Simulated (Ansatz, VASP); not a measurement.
**One calculation of Na5H, two programs**

```
Na H
1.0
     5.33263    0.00000    0.00000
    -2.66632    4.61820    0.00000
     0.00000    0.00000    4.33404
Na H
5 1
Cartesian
  -1.3332 2.3091 2.1670
  0.0000 3.0788 0.0000
  2.6663 1.5394 0.0000
  2.6663 0.0000 2.1670
  1.3332 2.3091 2.1670
  0.0000 0.0000 0.0000
```

Change from the starting cell: species swapped into the TbCu5 type (P6/mmm, No. 191).

Alike in both runs: task relaxation of cell and atoms; functional PBE; k mesh 6 × 6 × 4; occupations gaussian, width 0.1 eV; no spin polarisation.

|  | VASP | Ansatz |
| --- | --- | --- |
| version | VASP 6.6.1 | Ansatz 0.2.0 |
| potentials or method | VASP PAW PBE potentials, release 64 (Na_pv, H), cutoff 600 eV | scalar-relativistic, plane waves, PAW |
| valence electrons in the cell | 36 | 46 |

Ansatz gave:

| Item | Value |
| --- | --- |
| gap on the k mesh at the Fermi level, each at its own relaxed structure (eV) | none |
| relaxed volume (Å³/atom) | 37.72 |
| relaxed cell length with the largest relative difference (Å) | 6.592 |

Estimate VASP's values.

gap on the k mesh at the Fermi level, each at its own relaxed structure (eV): none; relaxed volume (Å³/atom): 36.74; relaxed cell length with the largest relative difference (Å): 6.446.

A gap of «none» marks a metal or a gap that the smearing closes. VASP's potentials hold 36 valence electrons a cell and Ansatz's 46, so a difference there can come from the potentials and not from the codes.

The k mesh is coarse, so the values compare programs but aren't converged. Noted on VASP's run: the volume moved by over 15 % at a fixed basis, so the end points are rough.
